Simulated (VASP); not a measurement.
# SrO (P6_3mc) in VASP: single point with PBEsol

Aim: the single point of SrO with PBEsol.

Program: VASP 6.6.1. These are calculated values, not measurements. Logs are shortened: lines on timing, memory, paths and dates and some standing lists are left out, and cuts for length are marked.

### Step 1. The cell of the first run

Symmetry: P6_3mc, No. 186, hexagonal system. Conventional cell: a = 4.275 Å, b = 4.275 Å, c = 5.156 Å, α = 90.00°, β = 90.00°, γ = 120.00°. Within 3.3 Å of Sr (site symmetry 3m) lie 5 O at 2.47 to 2.58 Å. Within 3.3 Å of O (site symmetry 3m) lie 5 Sr at 2.47 to 2.58 Å.

### Step 2. Single point, PBEsol

The input, INCAR:

```
PREC = Accurate
ENCUT = 600
EDIFF = 1E-6
ISMEAR = -1
SIGMA = 0.1
LREAL = False
LASPH = True
NELM = 120
ALGO = Normal
ISIF = 2
LWAVE = False
LCHARG = False
GGA = PS
NBANDS = 24
GGA_COMPAT = False
```

The input, KPOINTS:

```
Automatic mesh
0
Gamma
  4 4 3
```

The input, POSCAR:

```
SrO
1.0
    4.2754660000      0.0000000000      0.0000000000
   -2.1377330000      3.7026620000      0.0000000000
    0.0000000000      0.0000000000      5.1555950000
Sr O
2 2
Direct
    0.3333333333      0.6666666667      0.9381280000
    0.6666666667      0.3333333333      0.4381280000
    0.3333333333      0.6666666667      0.4368720000
    0.6666666667      0.3333333333      0.9368720000
```

Potentials or basis: VASP PAW PBE potentials, release 64 (Sr_sv, O).

On the command line:

```
cat potpaw_PBE.64/Sr_sv/POTCAR potpaw_PBE.64/O/POTCAR > POTCAR
mpirun -np 1 vasp_std > vasp.out
```

OUTCAR:

```text
PREC = Accurate
   ENCUT = 600
   EDIFF = 1E-6
   ISMEAR = -1
   LREAL = False
   LASPH = True
   NELM = 120
   ISIF = 2
   GGA = PS

 ion  position               nearest neighbor table
   1  0.333  0.667  0.938-   4 2.47   4 2.47   4 2.47   3 2.57   3 2.58   2 3.57   2 3.57   2 3.57
                             2 3.57   2 3.57   2 3.57
   2  0.667  0.333  0.438-   3 2.47   3 2.47   3 2.47   4 2.57   4 2.58   1 3.57   1 3.57   1 3.57
                             1 3.57   1 3.57   1 3.57
   3  0.333  0.667  0.437-   2 2.47   2 2.47   2 2.47   1 2.57   1 2.58
   4  0.667  0.333  0.937-   1 2.47   1 2.47   1 2.47   2 2.57   2 2.58

  LATTYP: Found a hexagonal cell.
 ALAT       =     4.2754660000
 C/A-ratio  =     1.2058556892

  Lattice vectors:

 A1 = (   4.2754660000,   0.0000000000,   0.0000000000)
 A2 = (  -2.1377330000,   3.7026620000,   0.0000000000)
 A3 = (   0.0000000000,   0.0000000000,   5.1555950000)

Analysis of symmetry for initial positions (statically):
=====================================================================
 Subroutine PRICEL returns:
 Original cell was already a primitive cell.

 Routine SETGRP: Setting up the symmetry group for a
 hexagonal supercell.

 Subroutine GETGRP returns: Found 12 space group operations
 (whereof  6 operations were pure point group operations)
 out of a pool of 24 trial point group operations.

The static configuration has the point symmetry C_3v.
 The point group associated with its full space group is C_6v.

Analysis of symmetry for dynamics (positions and initial velocities):
=====================================================================
 Subroutine PRICEL returns:
 Original cell was already a primitive cell.

 Routine SETGRP: Setting up the symmetry group for a
 hexagonal supercell.

 Subroutine GETGRP returns: Found 12 space group operations
 (whereof  6 operations were pure point group operations)
 out of a pool of 24 trial point group operations.

The dynamic configuration has the point symmetry C_3v.
 The point group associated with its full space group is C_6v.

 Subroutine INISYM returns: Found 12 space group operations
 (whereof  6 operations are pure point group operations),
 and found     1 'primitive' translations

----------------------------------------------------------------------------------------

                                     Primitive cell

  volume of cell :      81.6162

  direct lattice vectors                    reciprocal lattice vectors
     4.275466000  0.000000000  0.000000000     0.233892633  0.135037981  0.000000000
    -2.137733000  3.702662000  0.000000000     0.000000000  0.270075962  0.000000000
     0.000000000  0.000000000  5.155595000     0.000000000  0.000000000  0.193964033

  length of vectors
     4.275466000  4.275465854  5.155595000     0.270075952  0.270075962  0.193964033

  position of ions in fractional coordinates (direct lattice)
     0.333333333  0.666666667  0.938128000
     0.666666667  0.333333333  0.438128000
     0.333333333  0.666666667  0.436872000
     0.666666667  0.333333333  0.936872000

  ion indices of the primitive-cell ions
   primitive index   ion index
                 1           1
                 2           2
                 3           3
                 4           4

----------------------------------------------------------------------------------------

 KPOINTS: Automatic mesh

Automatic generation of k-mesh.
 Grid dimensions read from file:
 generate k-points for:    4    4    3

 Generating k-lattice:

  Cartesian coordinates                     Fractional coordinates (reciprocal lattice)
     0.058473158  0.033759495  0.000000000     0.250000000  0.000000000  0.000000000
     0.000000000  0.067518990  0.000000000     0.000000000  0.250000000  0.000000000
     0.000000000  0.000000000  0.064654678     0.000000000  0.000000000  0.333333333

  Length of vectors
     0.067518988  0.067518990  0.064654678

  Shift w.r.t. Gamma in fractional coordinates (k-lattice)
     0.000000000  0.000000000  0.000000000

 Subroutine IBZKPT returns following result:
 ===========================================

 Found      8 irreducible k-points:

 Following reciprocal coordinates:
            Coordinates               Weight
  0.000000  0.000000  0.000000      1.000000
  0.250000  0.000000  0.000000      6.000000
  0.500000  0.000000  0.000000      3.000000
  0.250000  0.250000  0.000000      6.000000
  0.000000  0.000000  0.333333      2.000000
  0.250000  0.000000  0.333333     12.000000
  0.500000  0.000000  0.333333      6.000000
  0.250000  0.250000  0.333333     12.000000
   k-points           NKPTS =      8   k-points in BZ     NKDIM =      8   number of bands    NBANDS=     24
   number of dos      NEDOS =    301   number of ions     NIONS =      4
   total plane-waves  NPLWV =  54432
   dimension x,y,z NGX =    36 NGY =   36 NGZ =   42
   dimension x,y,z NGXF=    72 NGYF=   72 NGZF=   84
   ions per type =               2   2
   NGX,Y,Z   is equivalent  to a cutoff of  14.00, 14.00, 13.54 a.u.
   NGXF,Y,Z  is equivalent  to a cutoff of  28.00, 28.00, 27.09 a.u.
 SYSTEM =  unknown system
   PREC   = accura    normal or accurate (medium, high low for compatibility)
   ISTART =      0    job   : 0-new  1-cont  2-samecut
   ICHARG =      2    charge: 1-file 2-atom 10-const
   ISPIN  =      1    spin polarized calculation?
   LNONCOLLINEAR =      F non collinear calculations
   LSORBIT =      F    spin-orbit coupling
   LASPH  =      T    aspherical Exc in radial PAW
   ENCUT  =  600.0 eV  44.10 Ry    6.64 a.u.   8.54  8.54 10.30*2*pi/ulx,y,z
   NELM   =    120;   NELMIN=  2; NELMDL= -5     # of ELM steps
   EDIFF  = 0.1E-05   stopping-criterion for ELM
   LREAL  =      F    real-space projection
   EDIFFG = 0.1E-04   stopping-criterion for IOM
   NSW    =      0    number of steps for IOM
   IBRION =     -1    ionic relax: 0-MD 1-quasi-New 2-CG
   NFREE  =      0    steps in history (QN), initial steepest desc. (CG)
   ISIF   =      2    stress and relaxation
   ISYM   =      2    0-nonsym 1-usesym 2-fastsym
   POTIM  = 0.5000    time-step for ionic-motion
   TEBEG  =    0.0;   TEEND  =   0.0 temperature during run
   PSTRESS=    0.0 pullay stress
   NELECT =      32.0000    total number of electrons
   NUPDOWN=      -1.0000    fix difference up-down
   EMIN   =  10.00;   EMAX   =-10.00  energy-range for DOS
   EFERMI =   0.00;   METHOD = LEGACY
   ISMEAR =    -1;   SIGMA  =   0.10  broadening in eV -4-tet -1-fermi 0-gaus
   EFERMI_NEDOS =   21; number of points for ismear=-14 and -15
   IALGO  =     38    algorithm
   IMIX   =      4    mixing-type and parameters
     AMIX     =   0.40;   BMIX     =  1.00
     AMIX_MAG =   1.60;   BMIX_MAG =  1.00
  volume/ion in A,a.u.               =      20.40       137.69
  Fermi-wavevector in a.u.,A,eV,Ry     =   1.198209  2.264287 19.533962  1.435706
  Thomas-Fermi vector in A             =   2.334104
   LORBIT       =      0    0 simple, 1 ext, 2 COOP (PROOUT), +10 PAW based schemes
   GGA     = PS    functional components
   LHFCALC =     F    Hartree Fock is set to
   AEXX    =    0.0000 exact exchange contribution
   IVDW    =     0    specifies the selected vdW correction
   LEPSILON=     F    determine dielectric tensor
   LRPA    =     F    only Hartree local field effects (RPA)
 non-spin polarized calculation
  energy-cutoff  :      600.00
  volume of cell :       81.62
 maximum number of plane-waves:      2751
 NGX is ok and might be reduce to    36
   NGX = 17   NGY = 17   NGZ = 21

 number of electron      32.0000003 magnetization

 Free energy of the ion-electron system (eV)
  ---------------------------------------------------
  ext. energy  EPLUGINS =         0.00000000
  ---------------------------------------------------
  free energy    TOTEN  =       -24.97295103 eV

  energy without entropy =      -24.97295006  energy(sigma->0) =      -24.97295055

 E-fermi :   1.9269     XC(G=0):  -9.1744

 val. band max:        0.5986528094   @ k =   0.0000   0.0000   0.0000
 cond. band min:       3.1002199330   @ k =   0.0000   0.0000   0.0000
 fundamental gap:      2.5015671236
 Fermi energy:         1.9269247989

 k-point     1 :       0.0000    0.0000    0.0000
  band No.  band energies     occupation
      1     -31.6876      2.00000
      2     -31.5187      2.00000
      3     -14.3398      2.00000
      4     -14.3370      2.00000
      5     -14.2536      2.00000
      6     -13.8530      2.00000
[... 16 lines left out ...]
     23       9.1316      0.00000
     24       9.3702      0.00000

 k-point     2 :       0.2500    0.0000    0.0000
  band No.  band energies     occupation
      1     -31.6573      2.00000
      2     -31.5312      2.00000
      3     -15.0731      2.00000
      4     -14.9857      2.00000
      5     -14.1387      2.00000
      6     -13.9254      2.00000
[... 16 lines left out ...]
     23       8.9353      0.00000
     24       9.2810      0.00000

 k-point     3 :       0.5000    0.0000    0.0000
  band No.  band energies     occupation
      1     -31.6133      2.00000
      2     -31.5572      2.00000
      3     -15.4430      2.00000
      4     -15.3518      2.00000
      5     -13.9898      2.00000
      6     -13.9461      2.00000
[... 16 lines left out ...]
     23       9.0733      0.00000
     24       9.3357      0.00000

 k-point     4 :       0.2500    0.2500    0.0000
  band No.  band energies     occupation
      1     -31.6134      2.00000
      2     -31.5570      2.00000
      3     -15.4017      2.00000
      4     -15.3567      2.00000
      5     -14.0718      2.00000
      6     -13.9474      2.00000
[... 16 lines left out ...]
     23       9.0923      0.00000
     24       9.5491      0.00000

 k-point     5 :       0.0000    0.0000    0.3333
  band No.  band energies     occupation
      1     -31.6449      2.00000
      2     -31.5604      2.00000
      3     -15.0475      2.00000
      4     -14.9077      2.00000
      5     -13.7774      2.00000
      6     -13.7774      2.00000
[... 16 lines left out ...]
     23       9.5471      0.00000
     24       9.5471      0.00000

 k-point     6 :       0.2500    0.0000    0.3333
  band No.  band energies     occupation
      1     -31.6249      2.00000
      2     -31.5618      2.00000
      3     -15.4416      2.00000
      4     -15.3602      2.00000
      5     -13.8324      2.00000
      6     -13.6909      2.00000
[... 16 lines left out ...]
     23       9.1566      0.00000
     24       9.5775      0.00000

 k-point     7 :       0.5000    0.0000    0.3333
  band No.  band energies     occupation
      1     -31.5980      2.00000
      2     -31.5699      2.00000
      3     -15.7292      2.00000
      4     -15.6789      2.00000
      5     -13.8832      2.00000
      6     -13.6642      2.00000
[... 16 lines left out ...]
     23       9.1035      0.00000
     24       9.6653      0.00000

 k-point     8 :       0.2500    0.2500    0.3333
  band No.  band energies     occupation
      1     -31.5981      2.00000
      2     -31.5699      2.00000
      3     -15.7086      2.00000
      4     -15.6739      2.00000
      5     -13.9559      2.00000
      6     -13.7128      2.00000
[... 16 lines left out ...]
     23       9.4516      0.00000
     24       9.5651      0.00000

------------------------ aborting loop because EDIFF is reached ----------------------------------------

  FORCE on cell =-STRESS in cart. coord.  units (eV):
  Direction    XX          YY          ZZ          XY          YZ          ZX
  --------------------------------------------------------------------------------------
  -------------------------------------------------------------------------------------
  Total       -0.7760199     -0.7760198     -0.8110927      0.0000000      0.0000000      0.0000000
  in kB      -15.2337594    -15.2337580    -15.9222609      0.0000000      0.0000000      0.0000000
  external PRESSURE =     -15.4632595 kB  Pullay stress =       0.0000000 kB

 VOLUME and BASIS-vectors are now :
 -----------------------------------------------------------------------------
  energy-cutoff  :      600.00
  volume of cell :       81.62
      direct lattice vectors                 reciprocal lattice vectors
     4.275466000  0.000000000  0.000000000     0.233892633  0.135037981  0.000000000
    -2.137733000  3.702662000  0.000000000     0.000000000  0.270075962  0.000000000
     0.000000000  0.000000000  5.155595000     0.000000000  0.000000000  0.193964033

 POSITION                                       TOTAL-FORCE (eV/Angst)
 -----------------------------------------------------------------------------------
     -0.00000      2.46844      4.83661        -0.000000     -0.000000     -0.012278
      2.13773      1.23422      2.25881         0.000000      0.000000     -0.012278
     -0.00000      2.46844      2.25234        -0.000000      0.000000      0.012278
      2.13773      1.23422      4.83013         0.000000     -0.000000      0.012278
 -----------------------------------------------------------------------------------
    total drift:                               -0.000000      0.000000     -0.000160

  FREE ENERGIE OF THE ION-ELECTRON SYSTEM (eV)
  ---------------------------------------------------
  free  energy   TOTEN  =       -24.9729510336 eV

  energy  without entropy=      -24.9729500603  energy(sigma->0) =      -24.97295055
```

Wall time 28 s (1 thread of Intel Xeon Platinum 8488C (Sapphire Rapids), shared host); peak memory 0.23 GiB.

What came out:

| Property | Result |
| --- | --- |
| Free energy | -24.9730 eV |
| Pressure | -1.5 GPa |
| Largest force | 0.012 eV/Å |
| Band gap on the k mesh | 2.50 eV, direct |

Forces in eV/Å, atoms in the order of the input:
```
Sr   0.000  0.000 -0.012
Sr   0.000  0.000 -0.012
O    0.000  0.000  0.012
O    0.000  0.000  0.012
```

Caveat: the k points lie up to 0.42 Å⁻¹ apart; the PAW data sets were made with another functional, which shifts forces and pressure a little.
